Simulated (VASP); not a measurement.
# MgO (P1) in VASP: a series of runs

The runs below take MgO through single point, with PBEsol.

Program: VASP 6.6.1. These are calculated values, not measurements. Logs are shortened: lines on timing, memory, paths and dates and some standing lists are left out, and cuts for length are marked.

## Step 1: The cell of the first run

The typed cell holds 8 atoms: a = 3.255 Å, b = 3.255 Å, c = 10.415 Å, α = 90.00°, β = 90.00°, γ = 120.00°.

## Step 2: Single point, PBEsol (atom 6 (O) moved by -0.650 Å along [1 0 0] and -0.130 Å along [0 0 1])

INCAR

```
  PREC = Accurate
  ENCUT = 520
  EDIFF = 1E-6
  ISMEAR = 0
  SIGMA = 0.05
  LREAL = F
  LASPH = T
  NELM = 60
  ALGO = Normal
  ISIF = 2
  LWAVE = F
  LCHARG = T
  GGA = PS
  LELF = T
  LVHAR = T
  NBANDS = 26
```

KPOINTS

```
Automatic mesh
0
Gamma
  9 9 4
```

POSCAR

```
MgO
1.0
    3.2553371795      0.0000000000      0.0000000000
   -1.6276685897      2.8192046953      0.0000000000
    0.0000000000      0.0000000000     10.4149514991
Mg O
4 4
Direct
    0.3333333333      0.6666666667      0.9695963559
    0.0000000000      0.0000000000      0.2209473890
    0.0000000000      0.0000000000      0.7209473890
    0.6666666667      0.3333333333      0.4695963559
    0.3333333333      0.6666666667      0.7799156657
   -0.1996720967      0.0000000000      0.5170567142
    0.0000000000      0.0000000000      0.0295387694
    0.6666666667      0.3333333333      0.2799156657
```

Potentials or basis: VASP PAW PBE potentials, release 64 (Mg, O).

Command:

```bash
> cat potpaw_PBE.64/Mg/POTCAR potpaw_PBE.64/O/POTCAR > POTCAR
> mpirun -np 1 vasp_std > vasp.out
```

OUTCAR:

```text
PREC = Accurate
   ENCUT = 520
   EDIFF = 1E-6
   ISMEAR = 0
   LREAL = F
   LASPH = T
   NELM = 60
   ISIF = 2
   GGA = PS

 ion  position               nearest neighbor table
   1  0.333  0.667  0.970-   5 1.98   7 1.98   7 1.98   7 1.98   3 3.20   3 3.20   3 3.20   2 3.22
                             2 3.22   2 3.22
   2  0.000  0.000  0.221-   8 1.98   8 1.98   8 1.98   7 1.99   4 3.20   4 3.20   4 3.20   1 3.22
                             1 3.22   1 3.22
   3  0.000  0.000  0.721-   5 1.98   5 1.98   5 1.98   6 2.22   1 3.20   1 3.20   1 3.20   4 3.22
                             4 3.22   4 3.22
   4  0.667  0.333  0.470-   6 1.44   8 1.98   6 2.05   6 2.51   2 3.20   2 3.20   2 3.20   3 3.22
                             3 3.22   3 3.22
   5  0.333  0.667  0.780-   1 1.98   3 1.98   3 1.98   3 1.98
   6  0.800  0.000  0.517-   4 1.44   4 2.05   3 2.22   4 2.51
   7  0.000  0.000  0.030-   1 1.98   1 1.98   1 1.98   2 1.99
   8  0.667  0.333  0.280-   4 1.98   2 1.98   2 1.98   2 1.98

  LATTYP: Found a hexagonal cell.
 ALAT       =     3.2553371795
 C/A-ratio  =     3.1993464655

  Lattice vectors:

 A1 = (   3.2553371795,   0.0000000000,   0.0000000000)
 A2 = (  -1.6276685897,   2.8192046953,   0.0000000000)
 A3 = (   0.0000000000,   0.0000000000,  10.4149514991)

Analysis of symmetry for initial positions (statically):
=====================================================================
 Subroutine PRICEL returns:
 Original cell was already a primitive cell.

 Routine SETGRP: Setting up the symmetry group for a
 hexagonal supercell.

 Subroutine GETGRP returns: Found  1 space group operations
 (whereof  1 operations were pure point group operations)
 out of a pool of 24 trial point group operations.

The static configuration has the point symmetry C_1 .

Analysis of symmetry for dynamics (positions and initial velocities):
=====================================================================
 Subroutine PRICEL returns:
 Original cell was already a primitive cell.

 Routine SETGRP: Setting up the symmetry group for a
 hexagonal supercell.

 Subroutine GETGRP returns: Found  1 space group operations
 (whereof  1 operations were pure point group operations)
 out of a pool of 24 trial point group operations.

The dynamic configuration has the point symmetry C_1 .

 Subroutine INISYM returns: Found  1 space group operations
 (whereof  1 operations are pure point group operations),
[... 99 lines left out ...]
   PREC   = accura    normal or accurate (medium, high low for compatibility)
   ISTART =      0    job   : 0-new  1-cont  2-samecut
   ICHARG =      2    charge: 1-file 2-atom 10-const
   ISPIN  =      1    spin polarized calculation?
   LNONCOLLINEAR =      F non collinear calculations
   LSORBIT =      F    spin-orbit coupling
   LASPH  =      T    aspherical Exc in radial PAW
   ENCUT  =  520.0 eV  38.22 Ry    6.18 a.u.   6.05  6.05 19.36*2*pi/ulx,y,z
   NELM   =     60;   NELMIN=  2; NELMDL= -5     # of ELM steps
   EDIFF  = 0.1E-05   stopping-criterion for ELM
   LREAL  =      F    real-space projection
[... 7 lines left out ...]
   TEBEG  =    0.0;   TEEND  =   0.0 temperature during run
   PSTRESS=    0.0 pullay stress
   NELECT =      32.0000    total number of electrons
   NUPDOWN=      -1.0000    fix difference up-down
   EMIN   =  10.00;   EMAX   =-10.00  energy-range for DOS
   EFERMI =   0.00;   METHOD = LEGACY
   ISMEAR =     0;   SIGMA  =   0.05  broadening in eV -4-tet -1-fermi 0-gaus
   EFERMI_NEDOS =   21; number of points for ismear=-14 and -15
   IALGO  =     38    algorithm
   IMIX   =      4    mixing-type and parameters
     AMIX     =   0.40;   BMIX     =  1.00
     AMIX_MAG =   1.60;   BMIX_MAG =  1.00
  volume/ion in A,a.u.               =      11.95        80.63
  Fermi-wavevector in a.u.,A,eV,Ry     =   1.136750  2.148146 17.581449  1.292200
  Thomas-Fermi vector in A             =   2.273455
   LORBIT       =      0    0 simple, 1 ext, 2 COOP (PROOUT), +10 PAW based schemes
   GGA     = PS    functional components
   LHFCALC =     F    Hartree Fock is set to
   AEXX    =    0.0000 exact exchange contribution
   IVDW    =     0    specifies the selected vdW correction
   LEPSILON=     F    determine dielectric tensor
   LRPA    =     F    only Hartree local field effects (RPA)
 non-spin polarized calculation
 Gauss-broadening in eV      SIGMA  =   0.05
  energy-cutoff  :      520.00
  volume of cell :       95.58
 maximum number of plane-waves:      2616
   NGX = 13   NGY = 13   NGZ = 39

 number of electron      32.0000015 magnetization

 Free energy of the ion-electron system (eV)
  ---------------------------------------------------
  ext. energy  EPLUGINS =         0.00000000
  ---------------------------------------------------
  free energy    TOTEN  =       -45.07094438 eV

  energy without entropy =      -45.07094438  energy(sigma->0) =      -45.07094438

 E-fermi :   1.1774     XC(G=0):  -9.9066

 val. band max:        0.9533385145   @ k =   0.0000   0.0000   0.0000
 cond. band min:       4.0307894749   @ k =   0.0000   0.0000   0.0000
 fundamental gap:      3.0774509604
 Fermi energy:         1.1773863774

 k-point     1 :       0.0000    0.0000    0.0000
  band No.  band energies     occupation
      1     -15.3045      2.00000
      2     -14.8527      2.00000
      3     -14.7963      2.00000
      4     -14.3012      2.00000
      5      -2.4768      2.00000
      6      -1.2258      2.00000
[... 685 lines left out ...]
     25      12.7698      0.00000
     26      13.3830      0.00000

 [... further k-points ...]
[... 5 lines left out ...]
  --------------------------------------------------------------------------------------
  -------------------------------------------------------------------------------------
  Total       10.9868371     11.0744476      2.5305597    -12.3492915     -7.0514290      6.3625216
  in kB      184.1634445    185.6319878     42.4177212   -207.0011626   -118.1973887    106.6497910
  external PRESSURE =     137.4043845 kB  Pullay stress =       0.0000000 kB

 VOLUME and BASIS-vectors are now :
 -----------------------------------------------------------------------------
  energy-cutoff  :      520.00
  volume of cell :       95.58
      direct lattice vectors                 reciprocal lattice vectors
     3.255337180  0.000000000  0.000000000     0.307187841  0.177354983  0.000000000
    -1.627668590  2.819204695  0.000000000     0.000000000  0.354709965  0.000000000
     0.000000000  0.000000000 10.414951499     0.000000000  0.000000000  0.096015810

 POSITION                                       TOTAL-FORCE (eV/Angst)
 -----------------------------------------------------------------------------------
     -0.00000      1.87947     10.09830        -0.003018     -0.003999      0.238567
      0.00000      0.00000      2.30116        -0.060469     -0.000844      0.191847
      0.00000      0.00000      7.50863        -0.438037     -0.009503     -0.594200
      1.62767      0.93973      4.89082       -14.111971     13.147979     -7.266761
     -0.00000      1.87947      8.12278        -0.088396     -0.090751     -0.163916
      2.60534      0.00000      5.38512        14.861021    -13.145884      8.140989
      0.00000      0.00000      0.30764         0.001569      0.000007     -0.234293
      1.62767      0.93973      2.91531        -0.160700      0.102993     -0.312233
 -----------------------------------------------------------------------------------
    total drift:                                0.000256      0.000074     -0.001403

  FREE ENERGIE OF THE ION-ELECTRON SYSTEM (eV)
  ---------------------------------------------------
  free  energy   TOTEN  =       -45.0709443751 eV

  energy  without entropy=      -45.0709443751  energy(sigma->0) =      -45.07094438
```

OSZICAR:

```text
N       E                     dE             d eps       ncg     rms          rms(c)
DAV:   1     0.143216126191E+03    0.14322E+03   -0.14452E+04  8476   0.107E+03
DAV:   2    -0.431830552090E+02   -0.18640E+03   -0.17527E+03 11232   0.234E+02
DAV:   3    -0.540809221073E+02   -0.10898E+02   -0.10842E+02 10616   0.579E+01
DAV:   4    -0.541479436483E+02   -0.67022E-01   -0.66993E-01  9774   0.528E+00
DAV:   5    -0.541483468265E+02   -0.40318E-03   -0.40312E-03 10514   0.408E-01    0.168E+01
DAV:   6    -0.453555638728E+02    0.87928E+01   -0.31385E+01  9358   0.327E+01    0.572E+00
DAV:   7    -0.451657245036E+02    0.18984E+00   -0.52751E-01  8972   0.481E+00    0.326E+00
DAV:   8    -0.450733076793E+02    0.92417E-01   -0.22306E-01 10684   0.437E+00    0.546E-01
DAV:   9    -0.450703835599E+02    0.29241E-02   -0.22140E-02 10368   0.998E-01    0.210E-01
DAV:  10    -0.450709890481E+02   -0.60549E-03   -0.34683E-03 10480   0.370E-01    0.139E-01
DAV:  11    -0.450709539764E+02    0.35072E-04   -0.60462E-04 10632   0.243E-01    0.380E-02
DAV:  12    -0.450709571108E+02   -0.31344E-05   -0.18951E-04 10560   0.114E-01    0.161E-02
DAV:  13    -0.450709468442E+02    0.10267E-04   -0.35144E-05 10472   0.616E-02    0.948E-03
DAV:  14    -0.450709451038E+02    0.17403E-05   -0.11817E-05 10694   0.282E-02    0.503E-03
DAV:  15    -0.450709443751E+02    0.72870E-06   -0.17917E-06  8732   0.102E-02
   1 F= -.45070944E+02 E0= -.45070944E+02  d E =-.166571E-12
```

stdout:

```text
POSCAR found type information on POSCAR MgO
 POSCAR found :  2 types and       8 ions
 scaLAPACK will be used
 -----------------------------------------------------------------------------
|                                                                             |
|                                                                             |
|     You enforced a specific xc type in the INCAR file but a different       |
|     I HOPE YOU KNOW WHAT YOU ARE DOING!                                     |
|                                                                             |
 -----------------------------------------------------------------------------

 LDA part: xc-table for (Slater+PW92), standard interpolation
 POSCAR, INCAR and KPOINTS ok, starting setup
 FFT: planning ... GRIDC
 FFT: planning ... GRID_SOFT
 FFT: planning ... GRID
 WAVECAR not read
 entering main loop
```

It took 6.9 min on 1 thread of AMD EPYC 7R13 (Zen 3), shared host; peak memory 0.4 GiB.

Results:

| Property | Result |
| --- | --- |
| Free energy | -45.0709 eV |
| Pressure | 13.7 GPa |
| Largest force | 21.446 eV/Å |
| Band gap on the k mesh | 3.08 eV |

Forces in eV/Å, atoms in the order of the input:
```
Mg   -0.003  -0.004   0.239
Mg   -0.060  -0.001   0.192
Mg   -0.438  -0.010  -0.594
Mg  -14.112  13.148  -7.267
O    -0.088  -0.091  -0.164
O    14.861 -13.146   8.141
O     0.002   0.000  -0.234
O    -0.161   0.103  -0.312
```

Caveat: the cell differs from its parent crystal (atom 6 (O) moved by -0.650 Å along [1 0 0] and -0.130 Å along [0 0 1]); atoms lie so close that the PAW spheres overlap strongly, which falsifies energies and pressures; the stress differs along the axes, from 4 to 19 GPa; the PAW data sets were made with another functional, which shifts forces and pressure a little. A k mesh can miss the band edges.

## Step 3: Single point, PBEsol (atom 6 (O) moved by -0.650 Å along [1 0 0] and +0.390 Å along [0 0 1])

INCAR

```
SYSTEM = MgO
PREC = Accurate
ENCUT = 520
EDIFF = 1E-6
ISMEAR = 0
SIGMA = 0.05
LREAL = .FALSE.
LASPH = .TRUE.
NELM = 100
ALGO = Normal
ISIF = 2
LWAVE = .FALSE.
LCHARG = .FALSE.
GGA = PS
NBANDS = 26
```

KPOINTS

```
Automatic mesh
0
G
  9 9 4
  0 0 0
```

POSCAR, as its differences from that of step 2:

```diff
@@ -13,3 +13,3 @@
     0.3333333333      0.6666666667      0.7799156657
-   -0.1996720967      0.0000000000      0.5170567142
+   -0.1996720967      0.0000000000      0.5669849351
     0.0000000000      0.0000000000      0.0295387694
```

Potentials or basis: VASP PAW PBE potentials, release 64 (Mg, O).

Command:

```bash
> cat potpaw_PBE.64/Mg/POTCAR potpaw_PBE.64/O/POTCAR > POTCAR
> mpirun -np 1 vasp_std > vasp.out
```

It took 6.2 min on 1 thread of AMD EPYC 7R13 (Zen 3), shared host; peak memory 0.4 GiB.

The run converged. Its results:

```yaml
Free_energy: -46.8796 eV
Pressure: 6.6 GPa
Largest_force: 5.265 eV/Å
Band_gap_on_the_k_mesh: 1.67 eV
```

Forces on the atoms (eV/Å):
```
Mg  -0.005 -0.005 -0.768
Mg  -0.026  0.000 -0.827
Mg   1.132  0.003  3.518
Mg  -3.273  3.087 -0.903
O   -0.227 -0.220  1.101
O    2.457 -2.902 -3.642
O    0.001 -0.002  0.801
O   -0.060  0.038  0.719
```

Stress tensor (GPa, compression positive):
```
 4.06 -2.38  8.18
-2.38  2.91 -6.31
 8.18 -6.31 12.84
```

Levels at points of the mesh, in eV from the valence-band top:
```tsv
k point	band 14	band 15	band 16	band 17	band 18	band 19
(0.00, 0.00, 0.00)	-0.60	-0.19	0.00	1.67	4.29	4.85
(0.00, 0.00, 0.50)	-0.72	-0.19	-0.03	2.11	3.49	6.00
```

Caveat: the cell differs from its parent crystal (atom 6 (O) moved by -0.650 Å along [1 0 0] and +0.390 Å along [0 0 1]); the stress differs along the axes, from 3 to 13 GPa; the PAW data sets were made with another functional, which shifts forces and pressure a little.
